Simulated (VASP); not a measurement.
# Nb2SnTe3 (P6/mmm) in VASP: single point with PBE

Aim: the single point of Nb2SnTe3 with PBE.

All numbers are computed with VASP 6.6.1; they aren't measurements. Logs are shortened: lines on timing, memory, paths and dates and some standing lists are left out, and cuts for length are marked.

## Step 1: The cell of the first run

Symmetry: P6/mmm, No. 191, hexagonal system. The conventional cell has a = 4.602 Å, b = 4.602 Å, c = 9.441 Å, α = 90.00°, β = 90.00°, γ = 120.00°. Within 3.5 Å of Nb (site symmetry -6m2) lie 3 Nb at 2.66 Å and 3 Te at 2.66 Å. Within 2.9 Å of Sn (site symmetry 6/mmm) lie 2 Te at 2.22 Å. Te (site symmetry 6mm) has 1 Sn at 2.22 Å and 1 Te at 2.50 Å within 2.9 Å. Within 3.3 Å of Te (site symmetry 6/mmm) lie 2 Te at 2.50 Å and 6 Nb at 2.66 Å.

## Step 2: Single point, PBE

The input, INCAR:

```
ALGO = Normal
EDIFF = 1E-6
ENCUT = 520
GGA = PE
ISIF = 2
ISMEAR = 0
LASPH = T
LCHARG = F
LREAL = F
LWAVE = F
NBANDS = 38
NELM = 80
PREC = Accurate
SIGMA = 0.1
```

The input, KPOINTS:

```
k-points
0
Gamma
  6 6 2
```

The input, POSCAR:

```
Nb2SnTe3
1.0
    4.6019252100      0.0000000000      0.0000000000
   -2.3009626000      3.9853841300      0.0000000000
    0.0000000000      0.0000000000      9.4405120100
Nb Sn Te
2 1 3
Direct
    0.3333333300      0.6666666700      0.5000000000
    0.6666666700      0.3333333300      0.5000000000
    0.0000000000      0.0000000000      0.0000000000
    0.0000000000      0.0000000000      0.7644404700
    0.0000000000      0.0000000000      0.2355595300
    0.0000000000      0.0000000000      0.5000000000
```

Potentials or basis: VASP PAW PBE potentials, release 64 (Nb_sv, Sn_d, Te).

On the command line:

```console
$ cat potpaw_PBE.64/Nb_sv/POTCAR potpaw_PBE.64/Sn_d/POTCAR potpaw_PBE.64/Te/POTCAR > POTCAR
$ mpirun -np 1 vasp_std > vasp.out
```

OUTCAR:

```text
EDIFF = 1E-6
   ENCUT = 520
   GGA = PE
   ISIF = 2
   ISMEAR = 0
   LASPH = T
   LREAL = F
   NELM = 80
   PREC = Accurate

 ion  position               nearest neighbor table
   1  0.333  0.667  0.500-   2 2.66   6 2.66   2 2.66   6 2.66   6 2.66   2 2.66
   2  0.667  0.333  0.500-   1 2.66   6 2.66   1 2.66   6 2.66   6 2.66   1 2.66
   3  0.000  0.000  0.000-   4 2.22   5 2.22
   4  0.000  0.000  0.764-   3 2.22   6 2.50
   5  0.000  0.000  0.236-   3 2.22   6 2.50
   6  0.000  0.000  0.500-   4 2.50   5 2.50   1 2.66   2 2.66   1 2.66   2 2.66   2 2.66   1 2.66

  LATTYP: Found a hexagonal cell.
 ALAT       =     4.6019252100
 C/A-ratio  =     2.0514266485

  Lattice vectors:

 A1 = (   4.6019252100,   0.0000000000,   0.0000000000)
 A2 = (  -2.3009626000,   3.9853841300,   0.0000000000)
 A3 = (   0.0000000000,   0.0000000000,   9.4405120100)

Analysis of symmetry for initial positions (statically):
=====================================================================
 Subroutine PRICEL returns:
 Original cell was already a primitive cell.

 Routine SETGRP: Setting up the symmetry group for a
 hexagonal supercell.

 Subroutine GETGRP returns: Found 24 space group operations
 (whereof 24 operations were pure point group operations)
 out of a pool of 24 trial point group operations.

The static configuration has the point symmetry D_6h.

Analysis of symmetry for dynamics (positions and initial velocities):
=====================================================================
 Subroutine PRICEL returns:
 Original cell was already a primitive cell.

 Routine SETGRP: Setting up the symmetry group for a
 hexagonal supercell.

 Subroutine GETGRP returns: Found 24 space group operations
 (whereof 24 operations were pure point group operations)
 out of a pool of 24 trial point group operations.

The dynamic configuration has the point symmetry D_6h.

 Subroutine INISYM returns: Found 24 space group operations
 (whereof 24 operations are pure point group operations),
 and found     1 'primitive' translations

----------------------------------------------------------------------------------------

                                     Primitive cell

  volume of cell :     173.1431

  direct lattice vectors                    reciprocal lattice vectors
     4.601925210  0.000000000  0.000000000     0.217300359  0.125458421  0.000000000
    -2.300962600  3.985384130  0.000000000     0.000000000  0.250916842  0.000000000
     0.000000000  0.000000000  9.440512010     0.000000000  0.000000000  0.105926458

  length of vectors
     4.601925210  4.601925200  9.440512010     0.250916841  0.250916842  0.105926458

  position of ions in fractional coordinates (direct lattice)
     0.333333330  0.666666670  0.500000000
     0.666666670  0.333333330  0.500000000
     0.000000000  0.000000000  0.000000000
     0.000000000  0.000000000  0.764440470
     0.000000000  0.000000000  0.235559530
     0.000000000  0.000000000  0.500000000

  ion indices of the primitive-cell ions
   primitive index   ion index
                 1           1
                 2           2
                 3           3
                 4           4
                 5           5
                 6           6

----------------------------------------------------------------------------------------

 KPOINTS: k-points

Automatic generation of k-mesh.
 Grid dimensions read from file:
 generate k-points for:    6    6    2

 Generating k-lattice:

  Cartesian coordinates                     Fractional coordinates (reciprocal lattice)
     0.036216726  0.020909737  0.000000000     0.166666667 -0.000000000  0.000000000
     0.000000000  0.041819474  0.000000000     0.000000000  0.166666667  0.000000000
     0.000000000  0.000000000  0.052963229     0.000000000  0.000000000  0.500000000

  Length of vectors
     0.041819474  0.041819474  0.052963229

  Shift w.r.t. Gamma in fractional coordinates (k-lattice)
     0.000000000  0.000000000  0.000000000

 Subroutine IBZKPT returns following result:
 ===========================================

 Found     14 irreducible k-points:

 Following reciprocal coordinates:
            Coordinates               Weight
  0.000000  0.000000  0.000000      1.000000
  0.166667  0.000000  0.000000      6.000000
  0.333333  0.000000  0.000000      6.000000
  0.500000  0.000000  0.000000      3.000000
  0.166667  0.166667  0.000000      6.000000
  0.333333  0.166667  0.000000     12.000000
  0.333333  0.333333  0.000000      2.000000
  0.000000  0.000000  0.500000      1.000000
  0.166667  0.000000  0.500000      6.000000
  0.333333  0.000000  0.500000      6.000000
  0.500000  0.000000  0.500000      3.000000
  0.166667  0.166667  0.500000      6.000000
  0.333333  0.166667  0.500000     12.000000
  0.333333  0.333333  0.500000      2.000000
   k-points           NKPTS =     14   k-points in BZ     NKDIM =     14   number of bands    NBANDS=     38
   number of dos      NEDOS =    301   number of ions     NIONS =      6
   total plane-waves  NPLWV =  90720
   dimension x,y,z NGX =    36 NGY =   36 NGZ =   70
   dimension x,y,z NGXF=    72 NGYF=   72 NGZF=  140
   ions per type =               2   1   3
   NGX,Y,Z   is equivalent  to a cutoff of  13.01, 13.01, 12.33 a.u.
   NGXF,Y,Z  is equivalent  to a cutoff of  26.01, 26.01, 24.65 a.u.
 SYSTEM =  unknown system
   PREC   = accura    normal or accurate (medium, high low for compatibility)
   ISTART =      0    job   : 0-new  1-cont  2-samecut
   ICHARG =      2    charge: 1-file 2-atom 10-const
   ISPIN  =      1    spin polarized calculation?
   LNONCOLLINEAR =      F non collinear calculations
   LSORBIT =      F    spin-orbit coupling
   LASPH  =      T    aspherical Exc in radial PAW
   ENCUT  =  520.0 eV  38.22 Ry    6.18 a.u.   8.56  8.56 17.55*2*pi/ulx,y,z
   NELM   =     80;   NELMIN=  2; NELMDL= -5     # of ELM steps
   EDIFF  = 0.1E-05   stopping-criterion for ELM
   LREAL  =      F    real-space projection
   EDIFFG = 0.1E-04   stopping-criterion for IOM
   NSW    =      0    number of steps for IOM
   IBRION =     -1    ionic relax: 0-MD 1-quasi-New 2-CG
   NFREE  =      0    steps in history (QN), initial steepest desc. (CG)
   ISIF   =      2    stress and relaxation
   ISYM   =      2    0-nonsym 1-usesym 2-fastsym
   POTIM  = 0.5000    time-step for ionic-motion
   TEBEG  =    0.0;   TEEND  =   0.0 temperature during run
   PSTRESS=    0.0 pullay stress
   NELECT =      58.0000    total number of electrons
   NUPDOWN=      -1.0000    fix difference up-down
   EMIN   =  10.00;   EMAX   =-10.00  energy-range for DOS
   EFERMI =   0.00;   METHOD = LEGACY
   ISMEAR =     0;   SIGMA  =   0.10  broadening in eV -4-tet -1-fermi 0-gaus
   EFERMI_NEDOS =   21; number of points for ismear=-14 and -15
   IALGO  =     38    algorithm
   IMIX   =      4    mixing-type and parameters
     AMIX     =   0.40;   BMIX     =  1.00
     AMIX_MAG =   1.60;   BMIX_MAG =  1.00
  volume/ion in A,a.u.               =      28.86       194.74
  Fermi-wavevector in a.u.,A,eV,Ry     =   1.136970  2.148562 17.588267  1.292701
  Thomas-Fermi vector in A             =   2.273675
   LORBIT       =      0    0 simple, 1 ext, 2 COOP (PROOUT), +10 PAW based schemes
   GGA     = PE    functional components
   LHFCALC =     F    Hartree Fock is set to
   AEXX    =    0.0000 exact exchange contribution
   IVDW    =     0    specifies the selected vdW correction
   LEPSILON=     F    determine dielectric tensor
   LRPA    =     F    only Hartree local field effects (RPA)
 non-spin polarized calculation
 Gauss-broadening in eV      SIGMA  =   0.10
  energy-cutoff  :      520.00
  volume of cell :      173.14
 maximum number of plane-waves:      4721
 NGX is ok and might be reduce to    36
   NGX = 17   NGY = 17   NGZ = 35

 number of electron      58.0000002 magnetization

 Free energy of the ion-electron system (eV)
  ---------------------------------------------------
  ext. energy  EPLUGINS =         0.00000000
  ---------------------------------------------------
  free energy    TOTEN  =       -21.18609030 eV

  energy without entropy =      -21.16275916  energy(sigma->0) =      -21.17442473

 E-fermi :   7.4075     XC(G=0):  -9.3935

 val. band max:        7.3927599248   @ k =   0.0000   0.0000   0.5000
 cond. band min:       7.4305380251   @ k =   0.3333   0.0000   0.5000
 fundamental gap:      0.0377781003
 Fermi energy:         7.4075278590

 k-point     1 :       0.0000    0.0000    0.0000
  band No.  band energies     occupation
      1     -47.3297      2.00000
      2     -46.9677      2.00000
      3     -23.9104      2.00000
      4     -23.9104      2.00000
      5     -23.6235      2.00000
      6     -23.2955      2.00000
[... 30 lines left out ...]
     37       9.9241      0.00000
     38      10.2109      0.00000

 k-point     2 :       0.1667    0.0000    0.0000
  band No.  band energies     occupation
      1     -47.3089      2.00000
      2     -46.9893      2.00000
      3     -23.9509      2.00000
      4     -23.8729      2.00000
      5     -23.6038      2.00000
      6     -23.3150      2.00000
[... 30 lines left out ...]
     37      10.5712      0.00000
     38      11.1428      0.00000

 k-point     3 :       0.3333    0.0000    0.0000
  band No.  band energies     occupation
      1     -47.2548      2.00000
      2     -47.0451      2.00000
      3     -24.0239      2.00000
      4     -23.7835      2.00000
      5     -23.5533      2.00000
      6     -23.3652      2.00000
[... 30 lines left out ...]
     37      10.3234      0.00000
[... 371 lines left out ...]
 k-point    13 :       0.3333    0.1667    0.5000
  band No.  band energies     occupation
      1     -47.2110      2.00000
      2     -47.0897      2.00000
      3     -24.0979      2.00000
      4     -23.6382      2.00000
      5     -23.5133      2.00000
      6     -23.4051      2.00000
[... 30 lines left out ...]
     37      11.0141      0.00000
     38      11.1872      0.00000

 k-point    14 :       0.3333    0.3333    0.5000
  band No.  band energies     occupation
      1     -47.1506      2.00000
      2     -47.1506      2.00000
      3     -24.1451      2.00000
      4     -23.4592      2.00000
      5     -23.4592      2.00000
      6     -23.3835      2.00000
[... 30 lines left out ...]
     37      11.9042      0.00000
     38      12.1345      0.00000

------------------------ aborting loop because EDIFF is reached ----------------------------------------

  FORCE on cell =-STRESS in cart. coord.  units (eV):
  Direction    XX          YY          ZZ          XY          YZ          ZX
  --------------------------------------------------------------------------------------
  -------------------------------------------------------------------------------------
  Total       13.8637845     13.8637844     79.5352523      0.0000000      0.0000000      0.0000000
  in kB      128.2883113    128.2883108    735.9782041      0.0000002      0.0000000      0.0000000
  external PRESSURE =     330.8516087 kB  Pullay stress =       0.0000000 kB

 VOLUME and BASIS-vectors are now :
 -----------------------------------------------------------------------------
  energy-cutoff  :      520.00
  volume of cell :      173.14
      direct lattice vectors                 reciprocal lattice vectors
     4.601925210  0.000000000  0.000000000     0.217300359  0.125458421  0.000000000
    -2.300962600  3.985384130  0.000000000     0.000000000  0.250916842  0.000000000
     0.000000000  0.000000000  9.440512010     0.000000000  0.000000000  0.105926458

 POSITION                                       TOTAL-FORCE (eV/Angst)
 -----------------------------------------------------------------------------------
     -0.00000      2.65692      4.72026         0.000000     -0.000000      0.000000
      2.30096      1.32846      4.72026        -0.000000      0.000000      0.000000
      0.00000      0.00000      0.00000         0.000000     -0.000000      0.000000
      0.00000      0.00000      7.21671         0.000000     -0.000000     -3.663859
      0.00000      0.00000      2.22380         0.000000     -0.000000      3.663859
      0.00000      0.00000      4.72026         0.000000     -0.000000      0.000000
 -----------------------------------------------------------------------------------
    total drift:                               -0.000000      0.000000      0.000000

  FREE ENERGIE OF THE ION-ELECTRON SYSTEM (eV)
  ---------------------------------------------------
  free  energy   TOTEN  =       -21.1860902992 eV

  energy  without entropy=      -21.1627591575  energy(sigma->0) =      -21.17442473
```

Run time: 3.4 min. Hardware: 1 thread of AMD EPYC 7R13, shared host; peak memory 0.3 GiB.

What came out:

* Free energy: -21.1861 eV
* Pressure: 33.1 GPa
* Largest force: 3.664 eV/Å
* Band gap on the k mesh: zero (band 29 reaches 7.62 eV, above the bottom of band 30 at 6.30 eV)

Forces on the atoms (eV/Å):
```
Nb   0.000  0.000  0.000
Nb   0.000  0.000  0.000
Sn   0.000  0.000  0.000
Te   0.000  0.000 -3.664
Te   0.000  0.000  3.664
Te   0.000  0.000  0.000
```

Caveat: spin-orbit coupling is left out, which moves the levels of the heavy elements; forces of over 1 eV/Å act on the atoms, so gaps and moduli don't describe the material at rest.
